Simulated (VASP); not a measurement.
Input of a VASP 6.6.1 run:

Contents of INCAR:

```
SYSTEM = PtSe
PREC = Accurate ; ENCUT = 600
EDIFF = 1E-6 ; ISMEAR = -1
SIGMA = 0.05 ; LREAL = .FALSE.
LASPH = .TRUE. ; NELM = 60
ALGO = Normal ; ISIF = 3
LWAVE = .FALSE. ; LCHARG = .FALSE.
GGA = PE ; IBRION = 2
NSW = 60 ; EDIFFG = -0.01
PSTRESS = 300.0
```

Contents of KPOINTS:

```
regular mesh
0
G
  8 8 8
  0 0 0
```

The input POSCAR:

```
PtSe
1.0
    0.0000000000      2.7984111300      2.7984111300
    2.7984111300      0.0000000000      2.7984111300
    2.7984111300      2.7984111300      0.0000000000
Pt Se
1 1
Direct
    0.5000000000      0.5000000000      0.5000000000
    0.0000000000      0.0000000000      0.0000000000
```

Potentials or basis: VASP PAW PBE potentials, release 64 (Pt, Se).

Command:

```console
$ cat potpaw_PBE.64/Pt/POTCAR potpaw_PBE.64/Se/POTCAR > POTCAR
$ mpirun -np 1 vasp_std > vasp.out
```

Problem. Estimate the relaxed cell.

Solution. a = 3.553 Å, b = 3.553 Å, c = 3.553 Å, α = 60.00°, β = 60.00°, γ = 60.00°.

Problem. Predict the space group after relaxing (to 0.1 Å).

Solution. Fm-3m (No. 225).

Problem. Estimate the relaxed volume.

Solution. 15.85 Å³/atom.

Problem. What does it give for the band gap on the k mesh?

Solution. Zero (bands 8 and 9 overlap by 4.71 eV).

Final structure:
```
Pt Se
1.0
     0.00000    2.51205    2.51205
     2.51205    0.00000    2.51205
     2.51205    2.51205    0.00000
Pt Se
1 1
Direct
  0.50000 0.50000 0.50000
  0.00000 0.00000 0.00000
```

Caveat: the cell is relaxed towards a set pressure, so the run minimises the enthalpy, not the energy; the volume moved by over 15 % at a fixed basis, so the end points are rough; spin-orbit coupling is left out, which moves the levels of the heavy elements.
